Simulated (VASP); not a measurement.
A run of VASP 6.6.1:

The input INCAR:

```
SYSTEM = Tc
PREC = Accurate
ENCUT = 520
EDIFF = 1E-8
ISMEAR = -1
SIGMA = 0.03
LREAL = .False.
LASPH = .True.
NELM = 100
ALGO = Normal
ISIF = 2
LWAVE = .False.
LCHARG = .False.
GGA = PE
LEFG = .True.
NBANDS = 12
```

KPOINTS

```
Automatic mesh
0
Gamma
  18 18 18
  0 0 0
```

File POSCAR:

```
Tc
1.0
    0.0000000000      1.9500000000      1.9500000000
    1.9500000000      0.0000000000      1.9500000000
    1.9500000000      1.9500000000      0.0000000000
Tc
1
Direct
    0.0000000000      0.0000000000      0.0000000000
```

Potentials or basis: VASP PAW PBE potentials, release 64 (Tc_pv).

The run is started by

```sh
$ cat potpaw_PBE.64/Tc_pv/POTCAR > POTCAR
$ mpirun -np 1 vasp_std > vasp.out
```

Hardware: 1 thread of Intel(R) Xeon(R) Platinum 8259CL CPU @ 2.50GHz (Skylake/Cascade Lake), on a shared host.

Question: Estimate the wall time of this run.

Answer: It took 24 s on 1 thread of Intel(R) Xeon(R) Platinum 8259CL CPU @ 2.50GHz (Skylake/Cascade Lake), on a shared host, peak memory 0.16 GiB. Counts: scf iterations 13, k points 195.
